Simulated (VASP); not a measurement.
# Li3Os (P-3m1) in VASP: a series of runs

Runs on Li3Os. Level: PBE. Tasks: single point, relaxation of cell and atoms.

All numbers are computed with VASP 6.6.1; they aren't measurements. Logs are shortened: lines on timing, memory, paths and dates and some standing lists are left out, and cuts for length are marked.

### Step 1. The cell of the first run

Symmetry: P-3m1, No. 164, trigonal system. The conventional cell has a = 2.682 Å, b = 2.682 Å, c = 9.694 Å, α = 90.00°, β = 90.00°, γ = 120.00°. Li (site symmetry 3m) has 9 Li at 2.68 to 3.04 Å and 3 Os at 2.71 Å within 3.5 Å. Within 3.5 Å of Li (site symmetry -3m) lie 12 Li at 2.68 to 3.04 Å. Os (site symmetry -3m) has 6 Os at 2.68 Å and 6 Li at 2.71 Å within 3.5 Å.

The cell was generated, and may not be a known phase.

### Step 2. Single point, PBE

Contents of INCAR:

```
SYSTEM = Li3Os
ALGO     = Normal         ! electronic algorithm
EDIFF    = 1E-6           ! SCF threshold, eV
ENCUT    = 520            ! plane-wave cutoff, eV
GGA      = PE             ! functional
ISIF     = 2              ! what is computed and relaxed
ISMEAR   = 0              ! smearing method
LASPH    = .True.         ! aspherical terms in the spheres
LCHARG   = .False.        ! write CHGCAR
LREAL    = .False.        ! projectors in reciprocal space
LWAVE    = .False.        ! write WAVECAR
NBANDS   = 16             ! bands
NELM     = 80             ! most SCF steps
PREC     = Accurate       ! precision mode
SIGMA    = 0.1            ! smearing width, eV
```

Contents of KPOINTS:

```
k-points
0
Gamma
  9 9 2
  0 0 0
```

Contents of POSCAR:

```
Li3Os
1.0
    2.6817408401      0.0000000000      0.0000000000
   -1.3408704200      2.3224556939      0.0000000000
    0.0000000000      0.0000000000      9.6939048799
Li Os
3 1
Direct
    0.6666666667      0.3333333333      0.7300129300
    0.0000000000      0.0000000000      0.0000000000
    0.3333333333      0.6666666667      0.2699870700
    0.0000000000      0.0000000000      0.5000000000
```

Potentials or basis: VASP PAW PBE potentials, release 64 (Li_sv, Os).

Started as:

```console
> cat potpaw_PBE.64/Li_sv/POTCAR potpaw_PBE.64/Os/POTCAR > POTCAR
> mpirun -np 1 vasp_std > vasp.out
```

OUTCAR:

```text
SYSTEM = Li3Os
   EDIFF = 1E-6
   ENCUT = 520
   GGA = PE
   ISIF = 2
   ISMEAR = 0
   LASPH = .True.
   LREAL = .False.
   NELM = 80
   PREC = Accurate

 ion  position               nearest neighbor table
   1  0.667  0.333  0.730-   4 2.71   4 2.71   4 2.71
   2  0.000  0.000  0.000-
   3  0.333  0.667  0.270-   4 2.71   4 2.71   4 2.71
   4  0.000  0.000  0.500-   1 2.71   3 2.71   3 2.71   1 2.71   1 2.71   3 2.71

  LATTYP: Found a hexagonal cell.
 ALAT       =     2.6817408401
 C/A-ratio  =     3.6147806436

  Lattice vectors:

 A1 = (   2.6817408401,   0.0000000000,   0.0000000000)
 A2 = (  -1.3408704200,   2.3224556939,   0.0000000000)
 A3 = (   0.0000000000,   0.0000000000,   9.6939048799)

Analysis of symmetry for initial positions (statically):
=====================================================================
 Subroutine PRICEL returns:
 Original cell was already a primitive cell.

 Routine SETGRP: Setting up the symmetry group for a
 hexagonal supercell.

 Subroutine GETGRP returns: Found 12 space group operations
 (whereof 12 operations were pure point group operations)
 out of a pool of 24 trial point group operations.

The static configuration has the point symmetry D_3d.

Analysis of symmetry for dynamics (positions and initial velocities):
=====================================================================
 Subroutine PRICEL returns:
 Original cell was already a primitive cell.

 Routine SETGRP: Setting up the symmetry group for a
 hexagonal supercell.

 Subroutine GETGRP returns: Found 12 space group operations
 (whereof 12 operations were pure point group operations)
 out of a pool of 24 trial point group operations.

The dynamic configuration has the point symmetry D_3d.

 Subroutine INISYM returns: Found 12 space group operations
 (whereof 12 operations are pure point group operations),
 and found     1 'primitive' translations

----------------------------------------------------------------------------------------

                                     Primitive cell

  volume of cell :      60.3758

  direct lattice vectors                    reciprocal lattice vectors
     2.681740840  0.000000000  0.000000000     0.372892110  0.215289360  0.000000000
    -1.340870420  2.322455694  0.000000000     0.000000000  0.430578720  0.000000000
     0.000000000  0.000000000  9.693904880     0.000000000  0.000000000  0.103157604

  length of vectors
     2.681740840  2.681740840  9.693904880     0.430578720  0.430578720  0.103157604

  position of ions in fractional coordinates (direct lattice)
     0.666666667  0.333333333  0.730012930
     0.000000000  0.000000000  0.000000000
     0.333333333  0.666666667  0.269987070
     0.000000000  0.000000000  0.500000000

  ion indices of the primitive-cell ions
   primitive index   ion index
                 1           1
                 2           2
                 3           3
                 4           4

----------------------------------------------------------------------------------------

 KPOINTS: k-points

Automatic generation of k-mesh.
 Grid dimensions read from file:
 generate k-points for:    9    9    2

 Generating k-lattice:

  Cartesian coordinates                     Fractional coordinates (reciprocal lattice)
     0.041432457  0.023921040  0.000000000     0.111111111  0.000000000  0.000000000
     0.000000000  0.047842080  0.000000000     0.000000000  0.111111111  0.000000000
     0.000000000  0.000000000  0.051578802     0.000000000  0.000000000  0.500000000

  Length of vectors
     0.047842080  0.047842080  0.051578802

  Shift w.r.t. Gamma in fractional coordinates (k-lattice)
     0.000000000  0.000000000  0.000000000

 Subroutine IBZKPT returns following result:
 ===========================================

 Found     24 irreducible k-points:

 Following reciprocal coordinates:
            Coordinates               Weight
  0.000000  0.000000  0.000000      1.000000
  0.111111 -0.000000  0.000000      6.000000
  0.222222 -0.000000  0.000000      6.000000
  0.333333 -0.000000  0.000000      6.000000
  0.444444 -0.000000  0.000000      6.000000
  0.111111  0.111111  0.000000      6.000000
[... 16 lines left out ...]
  0.333333  0.222222  0.500000     12.000000
  0.333333  0.333333  0.500000      2.000000
   k-points           NKPTS =     24   k-points in BZ     NKDIM =     24   number of bands    NBANDS=     16
   number of dos      NEDOS =    301   number of ions     NIONS =      4
   total plane-waves  NPLWV =  28800
   dimension x,y,z NGX =    20 NGY =   20 NGZ =   72
   dimension x,y,z NGXF=    40 NGYF=   40 NGZF=  144
   ions per type =               3   1
   NGX,Y,Z   is equivalent  to a cutoff of  12.40, 12.40, 12.35 a.u.
   NGXF,Y,Z  is equivalent  to a cutoff of  24.80, 24.80, 24.70 a.u.
 SYSTEM =  Li3Os
   PREC   = accura    normal or accurate (medium, high low for compatibility)
   ISTART =      0    job   : 0-new  1-cont  2-samecut
   ICHARG =      2    charge: 1-file 2-atom 10-const
   ISPIN  =      1    spin polarized calculation?
   LNONCOLLINEAR =      F non collinear calculations
   LSORBIT =      F    spin-orbit coupling
   LASPH  =      T    aspherical Exc in radial PAW
   ENCUT  =  520.0 eV  38.22 Ry    6.18 a.u.   4.99  4.99 18.02*2*pi/ulx,y,z
   NELM   =     80;   NELMIN=  2; NELMDL= -5     # of ELM steps
   EDIFF  = 0.1E-05   stopping-criterion for ELM
   LREAL  =      F    real-space projection
   EDIFFG = 0.1E-04   stopping-criterion for IOM
   NSW    =      0    number of steps for IOM
   IBRION =     -1    ionic relax: 0-MD 1-quasi-New 2-CG
   NFREE  =      0    steps in history (QN), initial steepest desc. (CG)
   ISIF   =      2    stress and relaxation
   ISYM   =      2    0-nonsym 1-usesym 2-fastsym
   POTIM  = 0.5000    time-step for ionic-motion
   TEBEG  =    0.0;   TEEND  =   0.0 temperature during run
   PSTRESS=    0.0 pullay stress
   NELECT =      17.0000    total number of electrons
   NUPDOWN=      -1.0000    fix difference up-down
   EMIN   =  10.00;   EMAX   =-10.00  energy-range for DOS
   EFERMI =   0.00;   METHOD = LEGACY
   ISMEAR =     0;   SIGMA  =   0.10  broadening in eV -4-tet -1-fermi 0-gaus
   EFERMI_NEDOS =   21; number of points for ismear=-14 and -15
   IALGO  =     38    algorithm
   IMIX   =      4    mixing-type and parameters
     AMIX     =   0.40;   BMIX     =  1.00
     AMIX_MAG =   1.60;   BMIX_MAG =  1.00
  volume/ion in A,a.u.               =      15.09       101.86
  Fermi-wavevector in a.u.,A,eV,Ry     =   1.073009  2.027693 15.665053  1.151349
  Thomas-Fermi vector in A             =   2.208796
   LORBIT       =      0    0 simple, 1 ext, 2 COOP (PROOUT), +10 PAW based schemes
   GGA     = PE    functional components
   LHFCALC =     F    Hartree Fock is set to
   AEXX    =    0.0000 exact exchange contribution
   IVDW    =     0    specifies the selected vdW correction
   LEPSILON=     F    determine dielectric tensor
   LRPA    =     F    only Hartree local field effects (RPA)
 non-spin polarized calculation
 Gauss-broadening in eV      SIGMA  =   0.10
  energy-cutoff  :      520.00
  volume of cell :       60.38
 maximum number of plane-waves:      1650
 NGX is ok and might be reduce to    20
   NGX =  9   NGY =  9   NGZ = 37

 number of electron      16.9999999 magnetization

 Free energy of the ion-electron system (eV)
  ---------------------------------------------------
  ext. energy  EPLUGINS =         0.00000000
  ---------------------------------------------------
  free energy    TOTEN  =       -16.51380522 eV

  energy without entropy =      -16.50129532  energy(sigma->0) =      -16.50755027

 E-fermi :   3.0294     XC(G=0):  -9.2470

 val. band max:        2.9373742265   @ k =   0.2222   0.2222   0.0000
 cond. band min:       3.0938526146   @ k =   0.3333  -0.0000   0.0000
 fundamental gap:      0.1564783881
 Fermi energy:         3.0293663614

 k-point     1 :       0.0000    0.0000    0.0000
  band No.  band energies     occupation
      1     -43.1810      2.00000
      2     -42.7954      2.00000
      3     -42.7949      2.00000
      4      -4.9209      2.00000
      5      -0.9279      2.00000
      6       0.1624      2.00000
[... 8 lines left out ...]
     15      13.8299      0.00000
     16      19.0225      0.00000

 k-point     2 :       0.1111   -0.0000    0.0000
  band No.  band energies     occupation
      1     -43.1751      2.00000
      2     -42.7894      2.00000
      3     -42.7890      2.00000
      4      -4.3818      2.00000
      5      -0.7092      2.00000
      6       0.3085      2.00000
[... 8 lines left out ...]
     15      13.8030      0.00000
     16      17.9153      0.00000

 k-point     3 :       0.2222   -0.0000    0.0000
  band No.  band energies     occupation
      1     -43.1601      2.00000
      2     -42.7740      2.00000
      3     -42.7738      2.00000
      4      -3.0954      2.00000
      5      -0.2960      2.00000
      6       0.0039      2.00000
[... 8 lines left out ...]
     15      13.3570      0.00000
     16      14.6918      0.00000

 k-point     4 :       0.3333   -0.0000    0.0000
  band No.  band energies     occupation
      1     -43.1430      2.00000
      2     -42.7566      2.00000
      3     -42.7565      2.00000
      4      -2.4592      2.00000
      5      -0.6580      2.00000
      6       0.2439      2.00000
[... 8 lines left out ...]
     15      11.7803      0.00000
     16      12.7098      0.00000
[... 324 lines left out ...]
 k-point    22 :       0.2222    0.2222    0.5000
  band No.  band energies     occupation
      1     -43.1355      2.00000
      2     -42.7489      2.00000
      3     -42.7488      2.00000
      4      -0.5622      2.00000
      5      -0.5237      2.00000
      6      -0.3978      2.00000
[... 8 lines left out ...]
     15      10.9226      0.00000
     16      10.9353      0.00000

 k-point    23 :       0.3333    0.2222    0.5000
  band No.  band energies     occupation
      1     -43.1270      2.00000
      2     -42.7402      2.00000
      3     -42.7401      2.00000
      4      -0.8597      2.00000
      5      -0.5051      2.00000
      6       1.2580      2.00000
[... 8 lines left out ...]
     15       9.3957      0.00000
     16      11.1814      0.00000

 k-point    24 :       0.3333    0.3333    0.5000
  band No.  band energies     occupation
      1     -43.1240      2.00000
      2     -42.7372      2.00000
      3     -42.7372      2.00000
      4       0.2748      2.00000
      5       0.2748      2.00000
      6       0.4965      2.00000
[... 8 lines left out ...]
     15      10.2955      0.00000
     16      11.4342      0.00000

------------------------ aborting loop because EDIFF is reached ----------------------------------------

  FORCE on cell =-STRESS in cart. coord.  units (eV):
  Direction    XX          YY          ZZ          XY          YZ          ZX
  --------------------------------------------------------------------------------------
  -------------------------------------------------------------------------------------
  Total       -0.0760002     -0.0760002     -0.1188397     -0.0000000      0.0000000      0.0000000
  in kB       -2.0167985     -2.0167985     -3.1536185     -0.0000000      0.0000000      0.0000000
  external PRESSURE =      -2.3957385 kB  Pullay stress =       0.0000000 kB

 VOLUME and BASIS-vectors are now :
 -----------------------------------------------------------------------------
  energy-cutoff  :      520.00
  volume of cell :       60.38
      direct lattice vectors                 reciprocal lattice vectors
     2.681740840  0.000000000  0.000000000     0.372892110  0.215289360  0.000000000
    -1.340870420  2.322455694  0.000000000     0.000000000  0.430578720  0.000000000
     0.000000000  0.000000000  9.693904880     0.000000000  0.000000000  0.103157604

 POSITION                                       TOTAL-FORCE (eV/Angst)
 -----------------------------------------------------------------------------------
      1.34087      0.77415      7.07668         0.000000      0.000000     -0.011199
      0.00000      0.00000      0.00000        -0.000000      0.000000      0.000000
     -0.00000      1.54830      2.61723        -0.000000     -0.000000      0.011199
      0.00000      0.00000      4.84695        -0.000000      0.000000      0.000000
 -----------------------------------------------------------------------------------
    total drift:                               -0.000000      0.000000      0.000000

  FREE ENERGIE OF THE ION-ELECTRON SYSTEM (eV)
  ---------------------------------------------------
  free  energy   TOTEN  =       -16.5138052174 eV

  energy  without entropy=      -16.5012953243  energy(sigma->0) =      -16.50755027
```

Wall time 39 s (1 thread of Intel Xeon 8259CL, shared host); peak memory 0.18 GiB.

Results:

| Quantity | Value |
| --- | --- |
| Free energy | -16.5138 eV |
| Largest force | 0.011 eV/Å |
| Band gap on the k mesh | zero (an odd number of electrons rules out a gap without spin polarisation) |

Forces in eV/Å, atoms in the order of the input:
```
Li   0.000  0.000 -0.011
Li   0.000  0.000  0.000
Li   0.000  0.000  0.011
Os   0.000  0.000  0.000
```

Caveat: the cutoff is under 1.25 times the usual one of these potentials, so pressure, stress and relaxed cells hold a basis-set (Pulay) error; spin-orbit coupling is left out, which moves the levels of the heavy elements.

### Step 3. Relaxation of cell and atoms, PBE

This run uses another cell than the first one, of 19.29 Å³/atom.

Contents of INCAR:

```
PREC = Accurate ; ENCUT = 600
EDIFF = 1E-7 ; ISMEAR = 0
SIGMA = 0.1 ; LREAL = F
LASPH = T ; NELM = 100
ALGO = Normal ; ISIF = 3
LWAVE = F ; LCHARG = F
GGA = PE ; IBRION = 2
NSW = 90 ; EDIFFG = -0.04
```

Contents of KPOINTS:

```
Automatic mesh
0
Gamma
  6 6 2
```

Contents of POSCAR:

```
Li3Os
1.0
    3.0821822400      0.0000000000      0.0000000000
   -1.5410911200      2.6692481200      0.0000000000
    0.0000000000      0.0000000000      9.3772228000
Li Os
3 1
Direct
    0.6666666700      0.3333333300      0.7397164500
    0.0000000000      0.0000000000      0.0000000000
    0.3333333300      0.6666666700      0.2602835500
    0.0000000000      0.0000000000      0.5000000000
```

Potentials or basis: VASP PAW PBE potentials, release 64 (Li_sv, Os).

Started as:

```console
> cat potpaw_PBE.64/Li_sv/POTCAR potpaw_PBE.64/Os/POTCAR > POTCAR
> mpirun -np 1 vasp_std > vasp.out
```

Run time: 7.8 min. Hardware: 1 thread of Intel Xeon 8259CL, shared host; peak memory 0.26 GiB.

The run converged. Its results:

```
Free energy                           : -16.6028 eV
Relaxed volume                        : 15.14 Å³/atom
Relaxed cell                          : a = 2.678 Å, b = 2.678 Å, c = 9.752 Å, α = 90.00°, β = 90.00°, γ = 120.00°
Space group after relaxing (to 0.1 Å) : P-3m1 (No. 164)
Energy gained by relaxing             : 384.6 meV/atom
Ionic steps                           : 13
Pressure after relaxing               : 0.1 GPa
Band gap on the k mesh                : zero (an odd number of electrons rules out a gap without spin polarisation)
```

Step by step:
```
step  energy change (eV)  largest force (eV/Å)  pressure (GPa)  volume (Å³)
   1              0.0000                0.6730          -12.63        77.15
   2             -1.3713                0.2293           -4.34        61.23
   3             -1.4697                0.0604            1.16        57.55
   4             -1.4703                0.0414            2.01        57.19
   5             -1.5102                0.1315            1.48        58.07
   6             -1.5170                0.2035            1.35        58.85
   7             -1.5180                0.1866            1.37        58.65
   8             -1.5256                0.2032           -0.63        60.08
   9             -1.5257                0.2019           -0.50        59.98
  10             -1.5312                0.1480           -0.35        60.07
  11             -1.5379                0.0108            0.07        60.29
  12             -1.5380                0.0104            0.14        60.32
  13             -1.5386                0.0003            0.06        60.56
```

Final structure:
```yaml
crystal:
  lattice:
    - [2.67793, 0.00000, 0.00000]
    - [-1.33897, 2.31916, 0.00000]
    - [0.00000, 0.00000, 9.75193]
  atoms:
    - { symbol: Li, position: [0.66667, 0.33333, 0.72669] }
    - { symbol: Li, position: [0.00000, 0.00000, 0.00000] }
    - { symbol: Li, position: [0.33333, 0.66667, 0.27331] }
    - { symbol: Os, position: [0.00000, 0.00000, 0.50000] }
```

Levels at points of the mesh, in eV from the Fermi level:
```tsv
k point	band 6	band 7	band 8	band 9	band 10	band 11
(0.00, 0.00, 0.00)	-3.12	-2.91	-1.87	-1.87	-0.80	1.19
(0.50, 0.00, 0.00)	-1.79	0.09	0.09	0.87	2.05	2.66
(0.00, 0.00, 0.50)	-3.78	-1.87	-1.87	-1.85	-1.59	1.19
(0.50, 0.00, 0.50)	-1.79	0.09	0.40	0.47	1.98	2.97
```

Caveat: the k points lie up to 0.45 Å⁻¹ apart in the final cell, too coarse for converged energies and pressures of a metal; the cutoff is under 1.25 times the usual one of these potentials, so pressure, stress and relaxed cells hold a basis-set (Pulay) error; the volume moved by over 15 % at a fixed basis, so the end points are rough; spin-orbit coupling is left out, which moves the levels of the heavy elements.

(Part 1 of 2 ends here.)

The gap in the log of VASP goes by the Fermi energy; the results here count the filled bands.